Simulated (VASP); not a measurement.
Input of a VASP 6.6.1 run:

INCAR

```
SYSTEM = LiNbO3
PREC     = Accurate       ! precision mode
ENCUT    = 520            ! plane-wave cutoff, eV
EDIFF    = 1E-6           ! SCF threshold, eV
ISMEAR   = 0              ! smearing method
SIGMA    = 0.02           ! smearing width, eV
LREAL    = .FALSE.        ! projectors in reciprocal space
LASPH    = .TRUE.         ! aspherical terms in the spheres
NELM     = 100            ! most SCF steps
ALGO     = Normal         ! electronic algorithm
ISIF     = 2              ! what is computed and relaxed
LWAVE    = .FALSE.        ! write WAVECAR
LCHARG   = .TRUE.         ! write CHGCAR
GGA      = PS             ! functional
LELF     = .TRUE.         ! ELF
LVHAR    = .TRUE.       
NBANDS   = 45             ! bands
```

Contents of KPOINTS:

```
Automatic mesh
0
G
  6 6 6
  0 0 0
```

The input POSCAR:

```
LiNbO3
1.0
    2.5672689895      1.4822134422      4.6084020316
   -2.5672689895      1.4822134422      4.6084020316
    0.0000000000     -2.9644268844      4.6084020316
Li Nb O
2 2 6
Direct
    0.2817360658      0.2817360658      0.2817360658
    0.7817360658      0.7817360658      0.7817360658
   -0.0006682945     -0.0006682945     -0.0006682945
    0.4993317055      0.4993317055      0.4993317055
    0.1102964843      0.3609033618      0.7195473827
    0.7195473827      0.1102964843      0.3609033618
    0.3609033618      0.7195473827      0.1102964843
    0.2195473827      0.8609033618      0.6102964843
    0.8609033618      0.6102964843      0.2195473827
    0.6102964843      0.2195473827      0.8609033618
```

Potentials or basis: VASP PAW PBE potentials, release 64 (Li_sv, Nb_sv, O).

Run with:

```sh
$ cat potpaw_PBE.64/Li_sv/POTCAR potpaw_PBE.64/Nb_sv/POTCAR potpaw_PBE.64/O/POTCAR > POTCAR
$ mpirun -np 1 vasp_std > vasp.out
```

(1) Predict the largest force.

(2) Predict the band gap on the k mesh.

Results:

(1) 0.036 eV/Å.

(2) 3.51 eV, indirect (least direct gap 3.52 eV).

Caveat: the PAW data sets were made with another functional, which shifts forces and pressure a little.
